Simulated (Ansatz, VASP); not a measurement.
# One calculation of GaSb, two programs

```
Ga Sb
1.0
     0.00000    3.05561    3.05561
     3.05561    0.00000    3.05561
     3.05561    3.05561    0.00000
Ga Sb
1 1
Direct
  0.00000 0.00000 0.00000
  0.25000 0.25000 0.25000
```

Alike in both runs: task single point; functional PBEsol; k mesh 4 × 4 × 4; occupations gaussian, width 0.1 eV; no spin polarisation.

|  | VASP | Ansatz |
| --- | --- | --- |
| version | VASP 6.6.1 | Ansatz 0.2.0 |
| potentials or method | VASP PAW PBE potentials, release 64 (Ga_d, Sb), cutoff 500 eV | scalar-relativistic, plane waves, PAW |
| valence electrons in the cell | 18 | 28 |

```tsv
	VASP	Ansatz	Ansatz less VASP
gap on the k mesh at the Fermi level (eV)	none	none	-
pressure (GPa)	0.7	0.6	-0.07
```

VASP's potentials were made for PBE, not for PBEsol. A gap of «none» marks a metal or a gap that the smearing closes. VASP's potentials hold 18 valence electrons a cell and Ansatz's 28, so a difference there can come from the potentials and not from the codes.

The k mesh is coarse, so the values compare programs but aren't converged. Spin-orbit coupling is off throughout.
